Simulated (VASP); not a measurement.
# Li (P6_3/mmc) in VASP: a series of runs, part 2 of 2

VASP 6.6.1. Earlier steps stand in the parts before.

**3. Relaxation of cell and atoms, PBE+D3(BJ)**

File INCAR:

```
SYSTEM = Li
PREC = Accurate
ENCUT = 600
EDIFF = 1E-7
ISMEAR = 0
SIGMA = 0.1
LREAL = .FALSE.
LASPH = .TRUE.
NELM = 100
ALGO = Normal
ISIF = 3
LWAVE = .FALSE.
LCHARG = .FALSE.
GGA = PE
IVDW = 12
IBRION = 2
NSW = 100
EDIFFG = -0.005
```

File KPOINTS:

```
regular mesh
0
G
  18 18 10
  0 0 0
```

File POSCAR:

```
Li
1.0
    2.9531605383      0.0000000000      0.0000000000
   -1.4765802691      2.5575120476      0.0000000000
    0.0000000000      0.0000000000      4.8440825750
Li
2
Direct
    0.3333333333      0.6666666667      0.2500000000
    0.6666666667      0.3333333333      0.7500000000
```

Potentials or basis: VASP PAW PBE potentials, release 64 (Li_sv).

The run is started by

```bash
cat potpaw_PBE.64/Li_sv/POTCAR > POTCAR
mpirun -np 1 vasp_std > vasp.out
```

OUTCAR:

```text
SYSTEM = Li
   PREC = Accurate
   ENCUT = 600
   EDIFF = 1E-7
   ISMEAR = 0
   LREAL = .FALSE.
   LASPH = .TRUE.
   NELM = 100
   ISIF = 3
   GGA = PE
   IVDW = 12
   IBRION = 2
   NSW = 100
   EDIFFG = -0.005
 IVDW          = 12

 ion  position               nearest neighbor table
   1  0.333  0.667  0.250-
   2  0.667  0.333  0.750-

  LATTYP: Found a hexagonal cell.
 ALAT       =     2.9531605383
 C/A-ratio  =     1.6403045186

  Lattice vectors:

 A1 = (   2.9531605383,   0.0000000000,   0.0000000000)
 A2 = (  -1.4765802691,   2.5575120476,   0.0000000000)
 A3 = (   0.0000000000,   0.0000000000,   4.8440825750)

Analysis of symmetry for initial positions (statically):
=====================================================================
 Subroutine PRICEL returns:
 Original cell was already a primitive cell.

[... 252 lines left out ...]

 number of electron       5.9999998 magnetization

 Free energy of the ion-electron system (eV)
  ---------------------------------------------------
  ext. energy  EPLUGINS =         0.00000000
  ---------------------------------------------------
  free energy    TOTEN  =        -3.79176089 eV

  energy without entropy =       -3.78746889  energy(sigma->0) =       -3.78961489

 E-fermi :   0.9486     XC(G=0):  -7.3240

 val. band max:        0.9465657898   @ k =   0.1667   0.1667   0.3000
 cond. band min:       0.9768388028   @ k =   0.3889   0.1111   0.3000
 fundamental gap:      0.0302730130
 Fermi energy:         0.9486424791

 k-point     1 :       0.0000    0.0000    0.0000
  band No.  band energies     occupation
      1     -45.3864      2.00000
      2     -45.3591      2.00000
      3      -2.7490      2.00000
      4       0.8540      1.81920
      5       4.2178      0.00000
      6      14.4933      0.00000
      7      14.4933      0.00000
[... 221 lines left out ...]
 k-point    24 :       0.3889    0.1111    0.0000
  band No.  band energies     occupation
      1     -45.3582      2.00000
      2     -45.3495      2.00000
      3       0.6010      2.00000
      4       2.7856      0.00000
      5       5.4488      0.00000
      6       7.1566      0.00000
      7       8.1453      0.00000

 [... further k-points ...]

------------------------ aborting loop because EDIFF is reached ----------------------------------------

 Edisp (eV)   -0.37844

 E8    (eV) :    -0.1573
[... 25 lines left out ...]
  FREE ENERGIE OF THE ION-ELECTRON SYSTEM (eV)
  ---------------------------------------------------
  free  energy   TOTEN  =        -4.1702013319 eV

  energy  without entropy=       -4.1659093370  energy(sigma->0) =       -4.16805533

 reached required accuracy - stopping structural energy minimisation
```

CONTCAR:

```text
Li
   1.00000000000000
     2.9425200275823298   -0.0000000000002080    0.0000000000000000
    -1.4712600137415250    2.5482970950095933   -0.0000000000000000
     0.0000000000000000    0.0000000000000000    4.8320902253194777
  Li
     2
Direct
     0.3333333332999970    0.6666666667000030    0.2500000000000000
     0.6666666667000030    0.3333333332999970    0.7500000000000000

  0.00000000E+00  0.00000000E+00  0.00000000E+00
  0.00000000E+00  0.00000000E+00  0.00000000E+00
```

Run time: 39 s. Hardware: 1 thread of Intel Xeon 6975P-C (Granite Rapids), shared host; peak memory 0.2 GiB.

What came out:

```yaml
Free_energy: -4.1702 eV
Relaxed_volume: 18.12 Å³/atom
Relaxed_cell: a = 2.943 Å, b = 2.943 Å, c = 4.832 Å, α = 90.00°, β = 90.00°, γ = 120.00°
Space_group_after_relaxing_to_0.05_Å: P6_3/mmc (No. 194)
Energy_gained_by_relaxing: 0.1 meV/atom
Ionic_steps: 3
Pressure_after_relaxing: 0.0 GPa
Band_gap_on_the_k_mesh: zero (band 3 reaches 3.28 eV, above the bottom of band 4 at -1.60 eV)
Dispersion_energy_per_atom: -0.189 eV
```

Step by step:
```tsv
step	energy change (eV)	largest force (eV/Å)	pressure (GPa)	volume (Å³)
1	0.0000	0.0000	-0.15	36.59
2	-0.0001	0.0000	-0.11	36.50
3	-0.0002	0.0000	0.00	36.23
```

Final structure:
```
Li
1.0
     2.94252    0.00000    0.00000
    -1.47126    2.54830    0.00000
     0.00000    0.00000    4.83209
Li
2
Direct
  0.33333 0.66667 0.25000
  0.66667 0.33333 0.75000
```

Levels at points of the mesh, in eV from the Fermi level:
```
           k point  band 1  band 2  band 3  band 4  band 5  band 6  band 7
(0.00, 0.00, 0.00)  -46.34  -46.31   -3.70   -0.09    3.27   13.54   13.54
(0.50, 0.00, 0.00)  -46.31  -46.30   -0.10    1.19    5.02    6.22    6.81
(0.00, 0.00, 0.50)  -46.32  -46.32   -2.55   -2.55    8.55    8.55   14.53
(0.50, 0.00, 0.50)  -46.30  -46.30    0.70    0.70    3.89    3.89   10.64
```

Caveat: the cutoff is under 1.25 times the usual one of these potentials, so pressure, stress and relaxed cells hold a basis-set (Pulay) error; pairwise dispersion overbinds metals, which lowers pressure and volume.

**4. Single point, PBE+D3(BJ)**

File INCAR:

```
SYSTEM = Li
PREC     = Accurate       ! precision mode
ENCUT    = 520            ! plane-wave cutoff, eV
EDIFF    = 1E-6           ! SCF threshold, eV
ISMEAR   = 0              ! smearing method
SIGMA    = 0.1            ! smearing width, eV
LREAL    = .FALSE.        ! projectors in reciprocal space
LASPH    = .TRUE.         ! aspherical terms in the spheres
NELM     = 100            ! most SCF steps
ALGO     = Normal         ! electronic algorithm
ISIF     = 2              ! what is computed and relaxed
LWAVE    = .FALSE.        ! write WAVECAR
LCHARG   = .FALSE.        ! write CHGCAR
GGA      = PE             ! functional
IVDW     = 12             ! dispersion correction
NBANDS   = 10             ! bands
```

File KPOINTS:

```
regular mesh
0
G
  15 15 8
  0 0 0
```

POSCAR is that of step 3.

The run is started by

```bash
cat potpaw_PBE.64/Li_sv/POTCAR > POTCAR
mpirun -np 1 vasp_std > vasp.out
```

Wall time 10 s (1 thread of Intel Xeon 6975P-C (Granite Rapids), shared host); peak memory 0.18 GiB.

The run converged. Its results:

```yaml
Free_energy: -4.1687 eV
Band_gap_on_the_k_mesh: zero (band 3 reaches 3.22 eV, above the bottom of band 4 at -1.62 eV)
Dispersion_energy_per_atom: -0.187 eV
```

Levels at points of the mesh, in eV from the Fermi level:
| k point | band 1 | band 2 | band 3 | band 4 | band 5 | band 6 |
| --- | --- | --- | --- | --- | --- | --- |
| (0.00, 0.00, 0.00) | -46.36 | -46.33 | -3.69 | -0.09 | 3.24 | 13.44 |
| (0.00, 0.00, 0.50) | -46.35 | -46.35 | -2.54 | -2.54 | 8.50 | 8.50 |

Caveat: the cutoff is under 1.25 times the usual one of these potentials, so pressure, stress and relaxed cells hold a basis-set (Pulay) error; pairwise dispersion overbinds metals, which lowers pressure and volume.

**5. Relaxation of cell and atoms, PBE+D3(BJ)**

This run uses another cell than the first one, of 21.34 Å³/atom, 1.167 times its volume.

File INCAR:

```
SYSTEM = Li
PREC = Accurate ; ENCUT = 600
EDIFF = 1E-6 ; ISMEAR = 0
SIGMA = 0.1 ; LREAL = .FALSE.
LASPH = .TRUE. ; NELM = 100
ALGO = Normal ; ISIF = 3
LWAVE = .FALSE. ; LCHARG = .FALSE.
GGA = PE ; IVDW = 12
IBRION = 2 ; NSW = 100
EDIFFG = -0.005
```

KPOINTS is that of step 4.

File POSCAR:

```
Li
1.0
    3.1110000000      0.0000000000      0.0000000000
   -1.5555000000      2.6942050312      0.0000000000
    0.0000000000      0.0000000000      5.0930000000
Li
2
Direct
    0.3333333333      0.6666666667      0.2500000000
    0.6666666667      0.3333333333      0.7500000000
```

The run is started by

```bash
cat potpaw_PBE.64/Li_sv/POTCAR > POTCAR
mpirun -np 1 vasp_std > vasp.out
```

Wall time 59 s (1 thread of Intel Xeon 6975P-C (Granite Rapids), shared host); peak memory 0.2 GiB.

It converged, with:

| Quantity | Value |
| --- | --- |
| Free energy | -4.1767 eV |
| Relaxed volume | 18.02 Å³/atom |
| Relaxed cell | a = 2.939 Å, b = 2.939 Å, c = 4.816 Å, α = 90.00°, β = 90.00°, γ = 120.00° |
| Space group after relaxing (to 0.05 Å) | P6_3/mmc (No. 194) |
| Energy gained by relaxing | 23.5 meV/atom |
| Ionic steps | 6 |
| Pressure after relaxing | 0.0 GPa |
| Band gap on the k mesh | zero (band 3 reaches 3.28 eV, above the bottom of band 4 at -1.59 eV) |
| Dispersion energy per atom | -0.190 eV |

Step by step:
```csv
step,energy change (eV),largest force (eV/Å),pressure (GPa),volume (Å³)
1,0.0000,0.0000,-1.99,42.69
2,-0.0183,0.0000,-1.64,41.07
3,-0.0451,0.0000,-0.48,37.20
4,-0.0469,0.0000,0.07,35.86
5,-0.0469,0.0000,0.00,36.03
6,-0.0469,0.0000,0.00,36.03
```

Final structure:
```cif
data_structure
_symmetry_space_group_name_H-M 'P 1'
_symmetry_Int_Tables_number 1
_cell_length_a 2.9391
_cell_length_b 2.9391
_cell_length_c 4.8164
_cell_angle_alpha 90.000
_cell_angle_beta 90.000
_cell_angle_gamma 120.000
_cell_volume 36.03
loop_
_atom_site_label
_atom_site_type_symbol
_atom_site_fract_x
_atom_site_fract_y
_atom_site_fract_z
_atom_site_occupancy
Li1 Li 0.33333 0.66667 0.25000 1
Li2 Li 0.66667 0.33333 0.75000 1
```

Levels at points of the mesh, in eV from the Fermi level:
| k point | band 1 | band 2 | band 3 | band 4 | band 5 | band 6 | band 7 |
| --- | --- | --- | --- | --- | --- | --- | --- |
| (0.00, 0.00, 0.00) | -46.33 | -46.30 | -3.71 | -0.09 | 3.30 | 13.57 | 13.57 |
| (0.00, 0.00, 0.50) | -46.31 | -46.31 | -2.56 | -2.56 | 8.61 | 8.61 | 14.56 |

Caveat: the cutoff is under 1.25 times the usual one of these potentials, so pressure, stress and relaxed cells hold a basis-set (Pulay) error; the volume moved by over 15 % at a fixed basis, so the end points are rough; the volume moved by -16 % from the deposited cell, more than functionals usually miss; pairwise dispersion overbinds metals, which lowers pressure and volume.

**6. Overview**

```csv
task,cell,k mesh,cutoff (eV),gap on the mesh (eV),pressure (GPa),relaxed volume (Å³/atom)
single point,"a = 2.953, b = 2.953, c = 4.844 Å, angles 90.0, 90.0, 120.0°, 2 atoms",18 × 18 × 10,520,none,-,-
relaxation of cell and atoms,"relaxed from a = 2.953, b = 2.953, c = 4.844 Å, angles 90.0, 90.0, 120.0°, 2 atoms",18 × 18 × 10,600,none,0.0,18.12
single point,"a = 2.953, b = 2.953, c = 4.844 Å, angles 90.0, 90.0, 120.0°, 2 atoms",15 × 15 × 8,520,none,-,-
relaxation of cell and atoms,"relaxed from a = 3.111, b = 3.111, c = 5.093 Å, angles 90.0, 90.0, 120.0°, 2 atoms",15 × 15 × 8,600,none,0.0,18.02
```

Alike in all rows: level PBE+D3(BJ); potentials or basis VASP PAW PBE potentials, release 64 (Li_sv); no spin polarisation; smearing gaussian 0.1 eV.

Caveats: the cutoff is under 1.25 times the usual one of these potentials, so pressure, stress and relaxed cells hold a basis-set (Pulay) error; pairwise dispersion overbinds metals, which lowers pressure and volume; the volume moved by over 15 % at a fixed basis, so the end points are rough (some runs); the volume moved by -16 % from the deposited cell, more than functionals usually miss (some runs).

Total energies depend on the potentials used, so only differences within one code and one set of settings carry meaning.
